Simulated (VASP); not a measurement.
# Ti3H in VASP: notebook

Ti3H is run at these levels: PBE; tasks: single point.

Program: VASP 6.6.1. These are calculated values, not measurements. Logs are shortened: lines on timing, memory, paths and dates and some standing lists are left out, and cuts for length are marked.

### 1 The cell of the first run

The cell holds a slab with vacuum, 4 atoms: a = 2.819 Å, b = 2.819 Å, c = 21.326 Å, α = 90.00°, β = 90.00°, γ = 109.47°.

### 2 Single point, PBE

File INCAR:

```
SYSTEM = Ti3H
PREC = Accurate ; ENCUT = 520
EDIFF = 1E-7 ; ISMEAR = 0
SIGMA = 0.1 ; LREAL = .FALSE.
LASPH = .TRUE. ; NELM = 60
ALGO = Normal ; ISIF = 2
LWAVE = .FALSE. ; LCHARG = .TRUE.
LDIPOL = .TRUE. ; IDIPOL = 3
DIPOL = 0.5 0.5 0.330 ; GGA = PE
LELF = .TRUE. ; LVHAR = .TRUE.
LVACPOTAV = .TRUE. ; NBANDS = 26
```

File KPOINTS:

```
regular mesh
0
G
  10 10 1
  0 0 0
```

File POSCAR:

```
Ti3H
1.0
    2.8193504947      0.0000000000      0.0000000000
   -0.9397834982      2.6581091378      0.0000000000
    0.0000000000      0.0000000000     21.3259744853
Ti H
3 1
Direct
    0.5000000000      0.5000000000      0.1875646997
    0.0000000000      0.0000000000      0.2892724347
    0.5000000000      0.5000000000      0.3904147260
    0.5000000000      0.5000000000      0.4518421651
```

Potentials or basis: VASP PAW PBE potentials, release 64 (Ti_sv, H).

Command:

```console
cat potpaw_PBE.64/Ti_sv/POTCAR potpaw_PBE.64/H/POTCAR > POTCAR
mpirun -np 1 vasp_std > vasp.out
```

OUTCAR:

```text
SYSTEM = Ti3H
   PREC = Accurate
   ENCUT = 520
   EDIFF = 1E-7
   ISMEAR = 0
   LREAL = .FALSE.
   LASPH = .TRUE.
   NELM = 60
   ISIF = 2
   GGA = PE

 ion  position               nearest neighbor table
   1  0.500  0.500  0.188-   2 2.71   2 2.71
   2  0.000  0.000  0.289-   3 2.70   3 2.70   1 2.71   1 2.71
   3  0.500  0.500  0.390-   4 1.31   2 2.70   2 2.70
   4  0.500  0.500  0.452-   3 1.31

  LATTYP: Found a base centered orthorhombic cell.
 ALAT       =     3.2555055341
 B/A-ratio  =     1.4142135624
 C/A-ratio  =     6.5507412786

  Lattice vectors:

 A1 = (   2.8193504947,   0.0000000000,   0.0000000000)
 A2 = (  -0.9397834982,   2.6581091378,   0.0000000000)
 A3 = (   0.0000000000,   0.0000000000,  21.3259744853)

Analysis of symmetry for initial positions (statically):
=====================================================================
 Subroutine PRICEL returns:
 Original cell was already a primitive cell.

 Routine SETGRP: Setting up the symmetry group for a
 base centered orthorhombic supercell.

 Subroutine GETGRP returns: Found  4 space group operations
 (whereof  4 operations were pure point group operations)
 out of a pool of  8 trial point group operations.

The static configuration has the point symmetry C_2v.

Analysis of symmetry for dynamics (positions and initial velocities):
=====================================================================
 Subroutine PRICEL returns:
 Original cell was already a primitive cell.

 Routine SETGRP: Setting up the symmetry group for a
 base centered orthorhombic supercell.

 Subroutine GETGRP returns: Found  4 space group operations
 (whereof  4 operations were pure point group operations)
 out of a pool of  8 trial point group operations.

The dynamic configuration has the point symmetry C_2v.

 Subroutine INISYM returns: Found  4 space group operations
 (whereof  4 operations are pure point group operations),
 and found     1 'primitive' translations

----------------------------------------------------------------------------------------

                                     Primitive cell

  volume of cell :     159.8199

  direct lattice vectors                    reciprocal lattice vectors
     2.819350495  0.000000000  0.000000000     0.354691622  0.125402426  0.000000000
    -0.939783498  2.658109138  0.000000000     0.000000000  0.376207277  0.000000000
     0.000000000  0.000000000 21.325974485     0.000000000  0.000000000  0.046891175

  length of vectors
     2.819350495  2.819350495 21.325974485     0.376207277  0.376207277  0.046891175

  position of ions in fractional coordinates (direct lattice)
     0.500000000  0.500000000  0.187564700
     0.000000000  0.000000000  0.289272435
     0.500000000  0.500000000  0.390414726
     0.500000000  0.500000000  0.451842165

  ion indices of the primitive-cell ions
   primitive index   ion index
                 1           1
                 2           2
                 3           3
                 4           4

----------------------------------------------------------------------------------------

 KPOINTS: regular mesh

Automatic generation of k-mesh.
 Grid dimensions read from file:
 generate k-points for:   10   10    1

 Generating k-lattice:

  Cartesian coordinates                     Fractional coordinates (reciprocal lattice)
     0.035469162  0.012540243  0.000000000     0.100000000  0.000000000  0.000000000
     0.000000000  0.037620728  0.000000000     0.000000000  0.100000000  0.000000000
     0.000000000  0.000000000  0.046891175     0.000000000  0.000000000  1.000000000

  Length of vectors
     0.037620728  0.037620728  0.046891175

  Shift w.r.t. Gamma in fractional coordinates (k-lattice)
     0.000000000  0.000000000  0.000000000

 Subroutine IBZKPT returns following result:
 ===========================================

 Found     31 irreducible k-points:

 Following reciprocal coordinates:
            Coordinates               Weight
  0.000000  0.000000  0.000000      1.000000
  0.100000  0.000000  0.000000      4.000000
  0.200000  0.000000  0.000000      4.000000
  0.300000  0.000000  0.000000      4.000000
  0.400000  0.000000  0.000000      4.000000
  0.500000  0.000000  0.000000      2.000000
[... 16 lines left out ...]
  0.300000  0.300000  0.000000      2.000000
  0.400000  0.300000  0.000000      4.000000
 [... further k-points ...]
   k-points           NKPTS =     31   k-points in BZ     NKDIM =     31   number of bands    NBANDS=     26
   number of dos      NEDOS =    301   number of ions     NIONS =      4
   total plane-waves  NPLWV =  92160
   dimension x,y,z NGX =    24 NGY =   24 NGZ =  160
   dimension x,y,z NGXF=    48 NGYF=   48 NGZF=  320
   ions per type =               3   1
   NGX,Y,Z   is equivalent  to a cutoff of  14.15, 14.15, 12.47 a.u.
   NGXF,Y,Z  is equivalent  to a cutoff of  28.30, 28.30, 24.95 a.u.
 SYSTEM =  Ti3H
   PREC   = accura    normal or accurate (medium, high low for compatibility)
   ISTART =      0    job   : 0-new  1-cont  2-samecut
   ICHARG =      2    charge: 1-file 2-atom 10-const
   ISPIN  =      1    spin polarized calculation?
   LNONCOLLINEAR =      F non collinear calculations
   LSORBIT =      F    spin-orbit coupling
   LASPH  =      T    aspherical Exc in radial PAW
   ENCUT  =  520.0 eV  38.22 Ry    6.18 a.u.   5.24  5.24 39.65*2*pi/ulx,y,z
   NELM   =     60;   NELMIN=  2; NELMDL= -5     # of ELM steps
   EDIFF  = 0.1E-06   stopping-criterion for ELM
   LREAL  =      F    real-space projection
   EDIFFG = 0.1E-05   stopping-criterion for IOM
   NSW    =      0    number of steps for IOM
   IBRION =     -1    ionic relax: 0-MD 1-quasi-New 2-CG
   NFREE  =      0    steps in history (QN), initial steepest desc. (CG)
   ISIF   =      2    stress and relaxation
   ISYM   =      2    0-nonsym 1-usesym 2-fastsym
   POTIM  = 0.5000    time-step for ionic-motion
   TEBEG  =    0.0;   TEEND  =   0.0 temperature during run
   PSTRESS=    0.0 pullay stress
   NELECT =      37.0000    total number of electrons
   NUPDOWN=      -1.0000    fix difference up-down
   EMIN   =  10.00;   EMAX   =-10.00  energy-range for DOS
   EFERMI =   0.00;   METHOD = LEGACY
   ISMEAR =     0;   SIGMA  =   0.10  broadening in eV -4-tet -1-fermi 0-gaus
   EFERMI_NEDOS =   21; number of points for ismear=-14 and -15
   IALGO  =     38    algorithm
   IMIX   =      4    mixing-type and parameters
     AMIX     =   0.40;   BMIX     =  1.00
     AMIX_MAG =   1.60;   BMIX_MAG =  1.00
  volume/ion in A,a.u.               =      39.95       269.63
  Fermi-wavevector in a.u.,A,eV,Ry     =   1.005229  1.899608 13.748497  1.010486
  Thomas-Fermi vector in A             =   2.137895
   LORBIT       =      0    0 simple, 1 ext, 2 COOP (PROOUT), +10 PAW based schemes
   GGA     = PE    functional components
   LHFCALC =     F    Hartree Fock is set to
   AEXX    =    0.0000 exact exchange contribution
   IVDW    =     0    specifies the selected vdW correction
   LEPSILON=     F    determine dielectric tensor
   LRPA    =     F    only Hartree local field effects (RPA)
 non-spin polarized calculation
 Gauss-broadening in eV      SIGMA  =   0.10
  energy-cutoff  :      520.00
  volume of cell :      159.82
 maximum number of plane-waves:      4347
 NGX is ok and might be reduce to    24
   NGX = 11   NGY = 11   NGZ = 79

 dipolmoment           0.000000      0.000000     -0.109316 electrons x Angstroem

 number of electron      36.9999990 magnetization

 dipolmoment           0.000000      0.000000      0.066998 electrons x Angstroem

 Free energy of the ion-electron system (eV)
  ---------------------------------------------------
  ext. energy  EPLUGINS =         0.00000000
  ---------------------------------------------------
  free energy    TOTEN  =       -22.85490202 eV

  energy without entropy =      -22.81280488  energy(sigma->0) =      -22.83385345

 E-fermi :  -0.6816     XC(G=0):  -4.6882

 val. band max:       -0.6887200153   @ k =   0.0000   0.0000   0.0000
 cond. band min:      -0.6798949938   @ k =   0.1000   0.0000   0.0000
 fundamental gap:      0.0088250215
 Fermi energy:        -0.6816088073

 k-point     1 :       0.0000    0.0000    0.0000
  band No.  band energies     occupation
      1     -57.2890      2.00000
      2     -57.0380      2.00000
      3     -56.9301      2.00000
      4     -33.7453      2.00000
      5     -33.5148      2.00000
      6     -33.3203      2.00000
[... 18 lines left out ...]
     25       1.7504      0.00000
     26       1.9788      0.00000

 k-point     2 :       0.1000    0.0000    0.0000
  band No.  band energies     occupation
      1     -57.2818      2.00000
      2     -57.0294      2.00000
      3     -56.9264      2.00000
      4     -33.7297      2.00000
      5     -33.5234      2.00000
      6     -33.3446      2.00000
[... 18 lines left out ...]
     25       1.7279      0.00000
     26       1.8546      0.00000

 k-point     3 :       0.2000    0.0000    0.0000
  band No.  band energies     occupation
      1     -57.2627      2.00000
      2     -57.0062      2.00000
      3     -56.9177      2.00000
      4     -33.6909      2.00000
      5     -33.5564      2.00000
      6     -33.4344      2.00000
[... 18 lines left out ...]
     25       1.8075      0.00000
     26       1.8225      0.00000

 k-point     4 :       0.3000    0.0000    0.0000
  band No.  band energies     occupation
      1     -57.2391      2.00000
      2     -56.9750      2.00000
      3     -56.9092      2.00000
      4     -33.6752      2.00000
      5     -33.6285      2.00000
      6     -33.5171      2.00000
[... 18 lines left out ...]
     25       1.9119      0.00000
     26       1.9700      0.00000

 k-point     5 :       0.4000    0.0000    0.0000
  band No.  band energies     occupation
      1     -57.2199      2.00000
      2     -56.9449      2.00000
      3     -56.9070      2.00000
      4     -33.7583      2.00000
      5     -33.6792      2.00000
      6     -33.5332      2.00000
[... 18 lines left out ...]
     25       2.0054      0.00000
     26       2.0884      0.00000

 k-point     6 :       0.5000    0.0000    0.0000
  band No.  band energies     occupation
      1     -57.2125      2.00000
      2     -56.9287      2.00000
      3     -56.9108      2.00000
      4     -33.8000      2.00000
      5     -33.7036      2.00000
      6     -33.5608      2.00000
[... 427 lines left out ...]
 k-point    21 :      -0.3000    0.2000    0.0000
  band No.  band energies     occupation
      1     -57.2278      2.00000
      2     -56.9710      2.00000
      3     -56.8821      2.00000
      4     -33.6553      2.00000
      5     -33.5513      2.00000
      6     -33.4955      2.00000
[... 18 lines left out ...]
     25       1.3973      0.00000
     26       1.7701      0.00000

 k-point    22 :      -0.2000    0.2000    0.0000
  band No.  band energies     occupation
      1     -57.2479      2.00000
      2     -56.9938      2.00000
      3     -56.8960      2.00000
      4     -33.6834      2.00000
      5     -33.4858      2.00000
      6     -33.4086      2.00000
[... 18 lines left out ...]
     25       1.0540      0.00000
     26       1.3987      0.00000

 k-point    23 :       0.3000    0.3000    0.0000
  band No.  band energies     occupation
      1     -57.1959      2.00000
      2     -56.9137      2.00000
      3     -56.8920      2.00000
      4     -33.6432      2.00000
      5     -33.6212      2.00000
      6     -33.5815      2.00000
[... 18 lines left out ...]
     25       2.0449      0.00000
     26       2.5198      0.00000

 k-point    24 :       0.4000    0.3000    0.0000
  band No.  band energies     occupation
      1     -57.1851      2.00000
      2     -56.9118      2.00000
      3     -56.8689      2.00000
      4     -33.7017      2.00000
      5     -33.6145      2.00000
      6     -33.5829      2.00000
[... 18 lines left out ...]
     25       2.1637      0.00000
     26       2.5937      0.00000

 [... further k-points ...]
[... 5 lines left out ...]
  --------------------------------------------------------------------------------------
  -------------------------------------------------------------------------------------
  Total        0.0587645      0.4830594     12.5648378      0.6000437      0.0000000      0.0000000
  in kB        0.5891077      4.8426199    125.9611762      6.0153746      0.0000000      0.0000000
  external PRESSURE =      43.7976346 kB  Pullay stress =       0.0000000 kB

 VOLUME and BASIS-vectors are now :
 -----------------------------------------------------------------------------
  energy-cutoff  :      520.00
  volume of cell :      159.82
      direct lattice vectors                 reciprocal lattice vectors
     2.819350495  0.000000000  0.000000000     0.354691622  0.125402426  0.000000000
    -0.939783498  2.658109138  0.000000000     0.000000000  0.376207277  0.000000000
     0.000000000  0.000000000 21.325974485     0.000000000  0.000000000  0.046891175

 POSITION                                       TOTAL-FORCE (eV/Angst)
 -----------------------------------------------------------------------------------
      0.93978      1.32905      4.00000         0.000000      0.000000      0.124340
      0.00000      0.00000      6.16902        -0.000000      0.000000     -0.535598
      0.93978      1.32905      8.32597         0.000000      0.000000     -8.729362
      0.93978      1.32905      9.63597        -0.000000      0.000000      9.140621
 -----------------------------------------------------------------------------------
    total drift:                               -0.000000     -0.000000     -0.000438

  FREE ENERGIE OF THE ION-ELECTRON SYSTEM (eV)
  ---------------------------------------------------
  free  energy   TOTEN  =       -22.8549020230 eV

  energy  without entropy=      -22.8128048775  energy(sigma->0) =      -22.83385345

 vacuum level on the upper side and lower side of the slab         5.257         3.639
```

Run time: 3.9 min. Hardware: 1 thread of AMD EPYC 7R13 (Zen 3), shared host; peak memory 0.32 GiB.

What came out:

| Item | Value |
| --- | --- |
| Free energy | -22.8549 eV |
| Largest force | 9.141 eV/Å |
| Band gap on the k mesh | zero (an odd number of electrons rules out a gap without spin polarisation) |

Forces on the atoms (eV/Å):
```
Ti   0.000  0.000  0.124
Ti   0.000  0.000 -0.536
Ti   0.000  0.000 -8.729
H    0.000  0.000  9.141
```

(Part 1 of 2 ends here.)

The gap in the log of VASP goes by the Fermi energy; the results here count the filled bands.